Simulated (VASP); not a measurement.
# AlGa2As3 (P4/mmm) in VASP: relaxation of cell and atoms with PBE

Aim: the relaxation of cell and atoms of AlGa2As3 with PBE.

Program: VASP 6.6.1. These are calculated values, not measurements. Logs are shortened: lines on timing, memory, paths and dates and some standing lists are left out, and cuts for length are marked.

### Step 1. The cell of the first run

The structure is tetragonal, space group P4/mmm (No. 123). The conventional cell has a = 3.397 Å, b = 3.397 Å, c = 10.286 Å, α = 90.00°, β = 90.00°, γ = 90.00°. Within 3.8 Å of Al (site symmetry 4/mmm) lie 8 As at 2.92 Å and 2 Ga at 3.34 Å and 4 Al at 3.40 Å. Ga (site symmetry 4mm) has 8 As at 2.93 to 3.00 Å and 1 Al at 3.34 Å and 5 Ga at 3.40 to 3.60 Å within 3.9 Å. Within 3.8 Å of As (site symmetry 4mm) lie 4 Al at 2.92 Å and 4 Ga at 2.93 Å and 6 As at 3.31 to 3.49 Å. As (site symmetry 4/mmm) has 8 Ga at 3.00 Å and 6 As at 3.40 to 3.49 Å within 4.0 Å.

The cell was generated, and may not be a known phase.

### Step 2. Relaxation of cell and atoms, PBE

INCAR reads:

```
SYSTEM = AlGa2As3
PREC = Accurate
ENCUT = 510
EDIFF = 1E-7
ISMEAR = 0
SIGMA = 0.1
LREAL = .False.
LASPH = .True.
NELM = 120
ALGO = Normal
ISIF = 3
LWAVE = .False.
LCHARG = .False.
GGA = PE
IBRION = 2
NSW = 90
EDIFFG = -0.04
GGA_COMPAT = .False.
NELMIN = 4
```

KPOINTS reads:

```
Automatic mesh
0
Gamma
  6 6 2
  0 0 0
```

POSCAR reads:

```
AlGa2As3
1.0
    3.3972629700      0.0000000000      0.0000000000
    0.0000000000      3.3972629700      0.0000000000
    0.0000000000      0.0000000000     10.2856732900
Al Ga As
1 2 3
Direct
    0.5000000000      0.5000000000      0.0000000000
    0.5000000000      0.5000000000      0.3248246900
    0.5000000000      0.5000000000      0.6751753100
    0.0000000000      0.0000000000      0.8390681100
    0.0000000000      0.0000000000      0.1609318900
    0.0000000000      0.0000000000      0.5000000000
```

Potentials or basis: VASP PAW PBE potentials, release 64 (Al, Ga_d, As_d).

Run with:

```
cat potpaw_PBE.64/Al/POTCAR potpaw_PBE.64/Ga_d/POTCAR potpaw_PBE.64/As_d/POTCAR > POTCAR
mpirun -np 1 vasp_std > vasp.out
```

OUTCAR:

```text
SYSTEM = AlGa2As3
   PREC = Accurate
   ENCUT = 510
   EDIFF = 1E-7
   ISMEAR = 0
   LREAL = .False.
   LASPH = .True.
   NELM = 120
   ISIF = 3
   GGA = PE
   IBRION = 2
   NSW = 90
   EDIFFG = -0.04
   NELMIN = 4

 ion  position               nearest neighbor table
   1  0.500  0.500  0.000-   4 2.92   5 2.92   4 2.92   5 2.92   4 2.92   5 2.92   4 2.92   5 2.92

   2  0.500  0.500  0.325-
   3  0.500  0.500  0.675-
   4  0.000  0.000  0.839-   1 2.92   1 2.92   1 2.92   1 2.92
   5  0.000  0.000  0.161-   1 2.92   1 2.92   1 2.92   1 2.92
   6  0.000  0.000  0.500-

  LATTYP: Found a simple tetragonal cell.
 ALAT       =     3.3972629700
 C/A-ratio  =     3.0276352996

  Lattice vectors:

 A1 = (   3.3972629700,   0.0000000000,   0.0000000000)
 A2 = (   0.0000000000,   3.3972629700,   0.0000000000)
 A3 = (   0.0000000000,   0.0000000000,  10.2856732900)

Analysis of symmetry for initial positions (statically):
=====================================================================
 Subroutine PRICEL returns:
 Original cell was already a primitive cell.

 Routine SETGRP: Setting up the symmetry group for a
 simple tetragonal supercell.

 Subroutine GETGRP returns: Found 16 space group operations
 (whereof 16 operations were pure point group operations)
 out of a pool of 16 trial point group operations.

The static configuration has the point symmetry D_4h.

Analysis of symmetry for dynamics (positions and initial velocities):
=====================================================================
 Subroutine PRICEL returns:
 Original cell was already a primitive cell.

 Routine SETGRP: Setting up the symmetry group for a
 simple tetragonal supercell.

 Subroutine GETGRP returns: Found 16 space group operations
 (whereof 16 operations were pure point group operations)
 out of a pool of 16 trial point group operations.

The dynamic configuration has the point symmetry D_4h.

 Subroutine INISYM returns: Found 16 space group operations
 (whereof 16 operations are pure point group operations),
 and found     1 'primitive' translations

----------------------------------------------------------------------------------------

                                     Primitive cell

  volume of cell :     118.7110

  direct lattice vectors                    reciprocal lattice vectors
     3.397262970  0.000000000  0.000000000     0.294354605  0.000000000  0.000000000
     0.000000000  3.397262970  0.000000000     0.000000000  0.294354605  0.000000000
     0.000000000  0.000000000 10.285673290     0.000000000  0.000000000  0.097222610

  length of vectors
     3.397262970  3.397262970 10.285673290     0.294354605  0.294354605  0.097222610

  position of ions in fractional coordinates (direct lattice)
     0.500000000  0.500000000  0.000000000
     0.500000000  0.500000000  0.324824690
     0.500000000  0.500000000  0.675175310
     0.000000000  0.000000000  0.839068110
     0.000000000  0.000000000  0.160931890
     0.000000000  0.000000000  0.500000000

  ion indices of the primitive-cell ions
   primitive index   ion index
                 1           1
                 2           2
                 3           3
                 4           4
                 5           5
                 6           6

----------------------------------------------------------------------------------------

 KPOINTS: Automatic mesh

Automatic generation of k-mesh.
 Grid dimensions read from file:
 generate k-points for:    6    6    2

 Generating k-lattice:

  Cartesian coordinates                     Fractional coordinates (reciprocal lattice)
     0.049059101  0.000000000  0.000000000     0.166666667  0.000000000  0.000000000
     0.000000000  0.049059101  0.000000000     0.000000000  0.166666667  0.000000000
     0.000000000  0.000000000  0.048611305     0.000000000  0.000000000  0.500000000

  Length of vectors
     0.049059101  0.049059101  0.048611305

  Shift w.r.t. Gamma in fractional coordinates (k-lattice)
     0.000000000  0.000000000  0.000000000

 Subroutine IBZKPT returns following result:
 ===========================================

 Found     20 irreducible k-points:

 Following reciprocal coordinates:
            Coordinates               Weight
  0.000000  0.000000  0.000000      1.000000
  0.166667  0.000000  0.000000      4.000000
  0.333333  0.000000  0.000000      4.000000
  0.500000  0.000000  0.000000      2.000000
  0.166667  0.166667  0.000000      4.000000
  0.333333  0.166667  0.000000      8.000000
[... 12 lines left out ...]
  0.500000  0.333333  0.500000      4.000000
  0.500000  0.500000  0.500000      1.000000
   k-points           NKPTS =     20   k-points in BZ     NKDIM =     20   number of bands    NBANDS=     44
   number of dos      NEDOS =    301   number of ions     NIONS =      6
   total plane-waves  NPLWV =  62720
   dimension x,y,z NGX =    28 NGY =   28 NGZ =   80
   dimension x,y,z NGXF=    56 NGYF=   56 NGZF=  160
   ions per type =               1   2   3
   NGX,Y,Z   is equivalent  to a cutoff of  13.70, 13.70, 12.93 a.u.
   NGXF,Y,Z  is equivalent  to a cutoff of  27.40, 27.40, 25.86 a.u.
 SYSTEM =  AlGa2As3
   PREC   = accura    normal or accurate (medium, high low for compatibility)
   ISTART =      0    job   : 0-new  1-cont  2-samecut
   ICHARG =      2    charge: 1-file 2-atom 10-const
   ISPIN  =      1    spin polarized calculation?
   LNONCOLLINEAR =      F non collinear calculations
   LSORBIT =      F    spin-orbit coupling
   LASPH  =      T    aspherical Exc in radial PAW
   ENCUT  =  510.0 eV  37.48 Ry    6.12 a.u.   6.26  6.26 18.94*2*pi/ulx,y,z
   NELM   =    120;   NELMIN=  4; NELMDL= -5     # of ELM steps
   EDIFF  = 0.1E-06   stopping-criterion for ELM
   LREAL  =      F    real-space projection
   EDIFFG = -.4E-01   stopping-criterion for IOM
   NSW    =     90    number of steps for IOM
   IBRION =      2    ionic relax: 0-MD 1-quasi-New 2-CG
   NFREE  =      1    steps in history (QN), initial steepest desc. (CG)
   ISIF   =      3    stress and relaxation
   ISYM   =      2    0-nonsym 1-usesym 2-fastsym
   POTIM  = 0.5000    time-step for ionic-motion
   TEBEG  =    0.0;   TEEND  =   0.0 temperature during run
   PSTRESS=    0.0 pullay stress
   NELECT =      74.0000    total number of electrons
   NUPDOWN=      -1.0000    fix difference up-down
   EMIN   =  10.00;   EMAX   =-10.00  energy-range for DOS
   EFERMI =   0.00;   METHOD = LEGACY
   ISMEAR =     0;   SIGMA  =   0.10  broadening in eV -4-tet -1-fermi 0-gaus
   EFERMI_NEDOS =   21; number of points for ismear=-14 and -15
   IALGO  =     38    algorithm
   IMIX   =      4    mixing-type and parameters
     AMIX     =   0.40;   BMIX     =  1.00
     AMIX_MAG =   1.60;   BMIX_MAG =  1.00
  volume/ion in A,a.u.               =      19.79       133.52
  Fermi-wavevector in a.u.,A,eV,Ry     =   1.398476  2.642737 26.609396  1.955735
  Thomas-Fermi vector in A             =   2.521630
   LORBIT       =      0    0 simple, 1 ext, 2 COOP (PROOUT), +10 PAW based schemes
   GGA     = PE    functional components
   LHFCALC =     F    Hartree Fock is set to
   AEXX    =    0.0000 exact exchange contribution
   IVDW    =     0    specifies the selected vdW correction
   LEPSILON=     F    determine dielectric tensor
   LRPA    =     F    only Hartree local field effects (RPA)
 conjugate gradient relaxation of ions
 non-spin polarized calculation
 Gauss-broadening in eV      SIGMA  =   0.10
  energy-cutoff  :      510.00
  volume of cell :      118.71
 maximum number of plane-waves:      3128
 NGX is ok and might be reduce to    28
   NGX = 13   NGY = 13   NGZ = 37

--------------------------------------- Ionic step        1  -------------------------------------------

 number of electron      74.0000029 magnetization

 Free energy of the ion-electron system (eV)
  ---------------------------------------------------
  ext. energy  EPLUGINS =         0.00000000
  ---------------------------------------------------
  free energy    TOTEN  =       -22.53232267 eV

  energy without entropy =      -22.51007121  energy(sigma->0) =      -22.52119694

------------------------ aborting loop because EDIFF is reached ----------------------------------------

  FORCE on cell =-STRESS in cart. coord.  units (eV):
  Direction    XX          YY          ZZ          XY          YZ          ZX
  --------------------------------------------------------------------------------------
  -------------------------------------------------------------------------------------
  Total       -2.8260781     -2.8260781     -2.0539304      0.0000000      0.0000000      0.0000000
  in kB      -38.1420199    -38.1420199    -27.7207675      0.0000000      0.0000000      0.0000000
  external PRESSURE =     -34.6682691 kB  Pullay stress =       0.0000000 kB
[... 101 lines left out ...]
  FREE ENERGIE OF THE ION-ELECTRON SYSTEM (eV)
  ---------------------------------------------------
  free  energy   TOTEN  =       -22.6364214011 eV

  energy  without entropy=      -22.6186150991  energy(sigma->0) =      -22.62751825

 E-fermi :   4.4900     XC(G=0): -10.6253

 val. band max:        4.4889363537   @ k =   0.3333   0.1667   0.0000
 cond. band min:       4.5144953879   @ k =   0.3333   0.0000   0.0000
 fundamental gap:      0.0255590342
 Fermi energy:         4.4899933270

 k-point     1 :       0.0000    0.0000    0.0000
  band No.  band energies     occupation
      1     -31.4425      2.00000
      2     -31.4124      2.00000
      3     -31.4124      2.00000
      4     -31.3991      2.00000
      5     -31.3984      2.00000
      6     -31.3984      2.00000
[... 929 lines left out ...]
     43       6.4401      0.00000
     44       7.8490      0.00000

[... ionic steps 4 to 14 ...]

--------------------------------------- Ionic step       15  -------------------------------------------

 number of electron      73.9999996 magnetization

------------------------ aborting loop because EDIFF is reached ----------------------------------------

  FORCE on cell =-STRESS in cart. coord.  units (eV):
  Direction    XX          YY          ZZ          XY          YZ          ZX
  --------------------------------------------------------------------------------------
  -------------------------------------------------------------------------------------
  Total       -0.2512986     -0.2512986     -0.1189954      0.0000000      0.0000000     -0.0000000
  in kB       -3.1578881     -3.1578881     -1.4953298      0.0000000      0.0000000     -0.0000000
  external PRESSURE =      -2.6037020 kB  Pullay stress =       0.0000000 kB
[... 65 lines left out ...]
  energy  without entropy=      -22.8117340096  energy(sigma->0) =      -22.81430764

--------------------------------------- Ionic step       17  -------------------------------------------

 number of electron      73.9999983 magnetization

 Free energy of the ion-electron system (eV)
  ---------------------------------------------------
  ext. energy  EPLUGINS =         0.00000000
  ---------------------------------------------------
  free energy    TOTEN  =       -22.81688499 eV

  energy without entropy =      -22.81174650  energy(sigma->0) =      -22.81431575

 E-fermi :   4.1362     XC(G=0): -10.4018

 val. band max:        3.9904580750   @ k =   0.3333   0.0000   0.5000
 cond. band min:       4.2114471358   @ k =   0.5000   0.5000   0.5000
 fundamental gap:      0.2209890608
 Fermi energy:         4.1362084266

 k-point     1 :       0.0000    0.0000    0.0000
  band No.  band energies     occupation
      1     -31.7441      2.00000
      2     -31.7039      2.00000
      3     -31.7039      2.00000
      4     -31.6829      2.00000
      5     -31.6829      2.00000
      6     -31.6810      2.00000
[... 962 lines left out ...]
  FREE ENERGIE OF THE ION-ELECTRON SYSTEM (eV)
  ---------------------------------------------------
  free  energy   TOTEN  =       -22.8168849875 eV

  energy  without entropy=      -22.8117465035  energy(sigma->0) =      -22.81431575

 reached required accuracy - stopping structural energy minimisation
```

It took 21 min on 1 thread of Intel Xeon Platinum 8488C (Sapphire Rapids), shared host; peak memory 0.29 GiB.

What came out:

| Quantity | Value |
| --- | --- |
| Free energy | -22.8169 eV |
| Relaxed volume | 21.09 Å³/atom |
| Relaxed cell | a = 3.348 Å, b = 3.348 Å, c = 11.293 Å, α = 90.00°, β = 90.00°, γ = 90.00° |
| Space group after relaxing (to 0.1 Å) | P4/mmm (No. 123) |
| Energy gained by relaxing | 47.4 meV/atom |
| Ionic steps | 17 |
| Pressure after relaxing | 0.0 GPa |
| Largest force after relaxing | 0.040 eV/Å |
| Band gap on the k mesh | zero (bands 37 and 38 overlap by 3.72 eV) |

Forces on the atoms (eV/Å):
```
Al   0.000  0.000  0.000
Ga   0.000  0.000 -0.040
Ga   0.000  0.000  0.040
As   0.000  0.000  0.015
As   0.000  0.000 -0.015
As   0.000  0.000  0.000
```

The path:
| step | energy change (eV) | largest force (eV/Å) | pressure (GPa) | volume (Å³) |
| --- | --- | --- | --- | --- |
| 1 | 0.0000 | 0.4736 | -3.47 | 118.71 |
| 2 | -0.1039 | 0.4059 | 0.40 | 111.51 |
| 3 | -0.1041 | 0.4014 | 0.60 | 111.18 |
| 4 | -0.1299 | 0.3634 | 0.60 | 111.32 |
| 5 | -0.1843 | 0.2383 | 0.89 | 111.74 |
| 6 | -0.2225 | 0.2286 | 2.82 | 112.54 |
| 7 | -0.2378 | 0.2356 | 2.33 | 113.71 |
| 8 | -0.2586 | 0.2270 | 1.08 | 117.25 |
| 9 | -0.2594 | 0.2158 | 0.89 | 117.92 |
| 10 | -0.2606 | 0.1752 | 0.55 | 119.28 |
| 11 | -0.2648 | 0.0813 | -0.09 | 122.02 |
| 12 | -0.2730 | 0.2591 | -1.07 | 127.61 |
| 13 | -0.2813 | 0.0418 | -0.61 | 128.55 |
| 14 | -0.2813 | 0.0255 | -0.56 | 128.61 |
| 15 | -0.2839 | 0.0261 | -0.26 | 127.50 |
| 16 | -0.2846 | 0.0401 | 0.02 | 126.51 |
| 17 | -0.2846 | 0.0399 | 0.03 | 126.56 |

Final structure:
```cif
data_structure
_symmetry_space_group_name_H-M 'P 1'
_symmetry_Int_Tables_number 1
_cell_length_a 3.3477
_cell_length_b 3.3477
_cell_length_c 11.2929
_cell_angle_alpha 90.000
_cell_angle_beta 90.000
_cell_angle_gamma 90.000
_cell_volume 126.56
loop_
_atom_site_label
_atom_site_type_symbol
_atom_site_fract_x
_atom_site_fract_y
_atom_site_fract_z
_atom_site_occupancy
Al1 Al 0.50000 0.50000 0.00000 1
Ga1 Ga 0.50000 0.50000 0.35097 1
Ga2 Ga 0.50000 0.50000 0.64903 1
As1 As 0.00000 0.00000 0.88334 1
As2 As 0.00000 0.00000 0.11666 1
As3 As 0.00000 0.00000 0.50000 1
```

The gap in the log of VASP goes by the Fermi energy; the results here count the filled bands.